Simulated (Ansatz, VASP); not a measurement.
Rh: VASP beside Ansatz

File INCAR:

```
ALGO     = Normal         # electronic algorithm
EDIFF    = 1E-6           # SCF threshold, eV
ENCUT    = 520            # plane-wave cutoff, eV
GGA      = CA             # functional
ISIF     = 2              # what is computed and relaxed
ISMEAR   = -1             # smearing method
LASPH    = True           # aspherical terms in the spheres
LCHARG   = False          # write CHGCAR
LREAL    = False          # projectors in reciprocal space
LWAVE    = False          # write WAVECAR
NBANDS   = 14             # bands
NELM     = 60             # most SCF steps
PREC     = Accurate       # precision mode
SIGMA    = 0.03           # smearing width, eV
```

File KPOINTS:

```
k-points
0
Gamma
  16 16 16
```

Contents of POSCAR:

```
Rh
1.0
    0.0000000000      1.8951902535      1.8951902535
    1.8951902535      0.0000000000      1.8951902535
    1.8951902535      1.8951902535      0.0000000000
Rh
1
Direct
    0.0000000000      0.0000000000      0.0000000000
```

Input for Ansatz:

```yaml
crystal:
  lattice:
    - [0.0, 1.8951902535, 1.8951902535]
    - [1.8951902535, 0.0, 1.8951902535]
    - [1.8951902535, 1.8951902535, 0.0]
  atoms:
    - { symbol: Rh, position: [0.0, 0.0, 0.0] }
kpoints:
  mp_grid: { grid: [16, 16, 16] }
  band_path:
    path:
      - [0.0, 0.0, 0.0]
      - [0.5, 0.0, 0.5]
      - [0.625, 0.25, 0.625]
      - [0.375, 0.375, 0.75]
      - [0.0, 0.0, 0.0]
      - [0.5, 0.5, 0.5]
      - [0.5, 0.25, 0.75]
      - [0.5, 0.0, 0.5]
    npoints: 5
scf:
  occupations: { method: fermi_dirac, width: 0.03 }
hamiltonian:
  xc: lda
  pseudopotentials: { kind: all_electron, lapw: { basis_error: 0.00025 } }
output:
  forces: true
  stress: true
  eigenvalues: true
```

Change from the starting cell: volume scaled by 0.99.

Alike in both runs: task single point; functional LDA; k mesh 16 × 16 × 16; occupations fermi-dirac, width 0.03 eV; no spin polarisation.

|  | VASP | Ansatz |
| --- | --- | --- |
| version | VASP 6.6.1 | Ansatz 0.2.0 |
| potentials or method | VASP PAW LDA potentials, release 64 (Rh_pv), cutoff 520 eV | all-electron LAPW, scalar-relativistic |

VASP gave:

```
pressure (GPa) : -7.7
```

Q: Estimate Ansatz's values.

A: Pressure (GPa): -8.5.

LDA's correlation is that of Perdew and Zunger in VASP and of Perdew and Wang (1992) in Ansatz. Ansatz ran all-electron here, and VASP with PAW potentials.
